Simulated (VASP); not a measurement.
Crystal: Zr2NbC2.

```
Zr Nb C
1.0
     3.83224    0.00000    0.00000
    -1.91612    3.31881    0.00000
     0.00000    0.00000    7.10676
Zr Nb C
2 1 2
Direct
  0.33333 0.66667 0.50000
  0.66667 0.33333 0.50000
  0.00000 0.00000 0.50000
  0.33333 0.66667 0.00000
  0.66667 0.33333 0.00000
```

The cell was built from a structure type or drawn by symmetry, and may not be a known phase.

| Property | Result |
| --- | --- |
| Program | VASP 6.6.1 |
| Task | relaxation of cell and atoms |
| Functional | PBE |
| Potentials or basis | VASP PAW PBE potentials, release 64 (Zr_sv, Nb_sv, C) |
| Cutoff | 600 eV |
| k mesh | 6 × 6 × 4 |
| Occupations | gaussian, width 0.1 eV |
| Spin | no spin polarisation |

At the start: pressure 67.4 GPa; volume 18.08 Å³/atom.

Q: How do energy, volume and symmetry change on relaxing?

A: Over 12 steps the energy falls by 3564.2 meV/atom and the volume is 19.78 Å³/atom (+9.4 %); space group P6/mmm (No. 191, to 0.1 Å) before and after.

The path:
```csv
step,energy change (eV),largest force (eV/Å),pressure (GPa),volume (Å³)
1,0.0000,0.0000,67.42,90.39
2,-5.4632,0.0000,-15.32,212.21
3,-10.3574,0.0000,-6.98,140.89
4,-10.3840,0.0000,-6.24,138.83
5,-10.3943,0.0000,-5.05,135.97
6,-11.9269,0.0000,-6.60,123.23
7,-17.4869,0.0000,8.59,89.57
8,-16.9835,0.0000,11.54,94.40
9,-17.6418,0.0000,8.19,91.33
10,-17.7382,0.0000,-4.48,103.76
11,-17.8166,0.0000,0.02,98.52
12,-17.8208,0.0000,-0.01,98.92
```

Final structure:
```cif
data_structure
_symmetry_space_group_name_H-M 'P 1'
_symmetry_Int_Tables_number 1
_cell_length_a 5.1057
_cell_length_b 5.1057
_cell_length_c 4.3819
_cell_angle_alpha 90.000
_cell_angle_beta 90.000
_cell_angle_gamma 120.000
_cell_volume 98.92
loop_
_atom_site_label
_atom_site_type_symbol
_atom_site_fract_x
_atom_site_fract_y
_atom_site_fract_z
_atom_site_occupancy
Zr1 Zr 0.33333 0.66667 0.50000 1
Zr2 Zr 0.66667 0.33333 0.50000 1
Nb1 Nb 0.00000 0.00000 0.50000 1
C1 C 0.33333 0.66667 0.00000 1
C2 C 0.66667 0.33333 0.00000 1
```

Caveat: a cell axis changed by over 15 % at a fixed basis, so the end point is rough.
